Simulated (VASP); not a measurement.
Here is a VASP 6.6.1 calculation.

INCAR

```
PREC     = Accurate       # precision mode
ENCUT    = 520            # plane-wave cutoff, eV
EDIFF    = 1E-6           # SCF threshold, eV
ISMEAR   = 0              # smearing method
SIGMA    = 0.2            # smearing width, eV
LREAL    = Auto         
LASPH    = True           # aspherical terms in the spheres
NELM     = 80             # most SCF steps
ALGO     = Normal         # electronic algorithm
ISIF     = 2              # what is computed and relaxed
LWAVE    = False          # write WAVECAR
LCHARG   = False          # write CHGCAR
GGA      = PE             # functional
NBANDS   = 48             # bands
```

File KPOINTS:

```
regular mesh
0
Gamma
  6 6 1
```

The input POSCAR:

```
NaAl5O2
1.0
    2.8932774258      0.0000000000      0.0000000000
   -1.4466387129      2.5056517509      0.0000000000
    0.0000000000      0.0000000000     29.2818223223
Na Al O
2 10 4
Direct
    0.6666666667      0.3333333333      0.0914455812
    0.3333333333      0.6666666667      0.9085544188
    0.3333333333      0.6666666667      0.1850721868
    0.0000000000      0.0000000000      0.0000000000
    0.6666666667      0.3333333333      0.8149278132
    0.0000000000      0.0000000000      0.2621393761
    0.0000000000      0.0000000000      0.7378606239
    0.6666666667      0.3333333333      0.5798323455
    0.0000000000      0.0000000000      0.5000000000
    0.3333333333      0.6666666667      0.4201676545
    0.6666666667      0.3333333333      0.3413671943
    0.3333333333      0.6666666667      0.6586328057
    0.0000000000      0.0000000000      0.1490282192
    0.3333333333      0.6666666667      0.0345884575
    0.6666666667      0.3333333333      0.9654115425
    0.0000000000      0.0000000000      0.8509717808
```

Potentials or basis: VASP PAW PBE potentials, release 64 (Na_pv, Al, O).

Launch:

```sh
$ cat potpaw_PBE.64/Na_pv/POTCAR potpaw_PBE.64/Al/POTCAR potpaw_PBE.64/O/POTCAR > POTCAR
$ mpirun -np 1 vasp_std > vasp.out
```

(1) Predict the largest force.

(2) Predict the pressure.

## Answers

(1) 0.041 eV/Å.

(2) 0.1 GPa.

Caveat: the k points lie up to 0.42 Å⁻¹ apart.
